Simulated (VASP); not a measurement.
Wanted: the native input for a VASP 6.6.1 run.

- Task: single point
- Functional: PBE
- Potentials or basis: VASP PAW PBE potentials, release 64 (Mo_sv)
- Cutoff: 520 eV
- k mesh: 6 × 6 × 4
- Occupations: gaussian, width 0.1 eV
- Spin: no spin polarisation
- Dipole correction: no
- Further INCAR settings: ALGO = Normal; EDIFF = 1e-06; NBANDS = 36

The structure of Mo lies in POSCAR:

```
Mo
1.0
    2.1447590161     -3.6349687911      0.0000000000
    2.1447590161      3.6349687911      0.0000000000
    0.0000000000      0.0000000000      4.2952238224
Mo
4
Direct
    0.1525000000      0.8475000000      0.0785000000
    0.6525000000      0.3475000000      0.4215000000
    0.8475000000      0.1525000000      0.9215000000
    0.3475000000      0.6525000000      0.5785000000
```

The input as run:

INCAR

```
PREC     = Accurate       # precision mode
ENCUT    = 520            # plane-wave cutoff, eV
EDIFF    = 1E-6           # SCF threshold, eV
ISMEAR   = 0              # smearing method
SIGMA    = 0.1            # smearing width, eV
LREAL    = F              # projectors in reciprocal space
LASPH    = T              # aspherical terms in the spheres
NELM     = 80             # most SCF steps
ALGO     = Normal         # electronic algorithm
ISIF     = 2              # what is computed and relaxed
LWAVE    = F              # write WAVECAR
LCHARG   = F              # write CHGCAR
GGA      = PE             # functional
NBANDS   = 36             # bands
```

KPOINTS

```
regular mesh
0
Gamma
  6 6 4
```

Potentials or basis: VASP PAW PBE potentials, release 64 (Mo_sv).

Launch:

```sh
$ cat potpaw_PBE.64/Mo_sv/POTCAR > POTCAR
$ mpirun -np 1 vasp_std > vasp.out
```

Results of the run:

The pressure is 25.9 GPa, the largest force is 1.076 eV/Å and the band gap on the k mesh is zero (bands 28 and 29 overlap by 0.59 eV).

Caveat: the k points lie up to 0.37 Å⁻¹ apart, too coarse for converged energies and pressures of a metal; forces of over 1 eV/Å act on the atoms, so gaps and moduli don't describe the material at rest.

Wall time 23 s on 1 thread of Intel(R) Xeon(R) 6975P-C (Granite Rapids), on a shared host, peak memory 0.21 GiB.
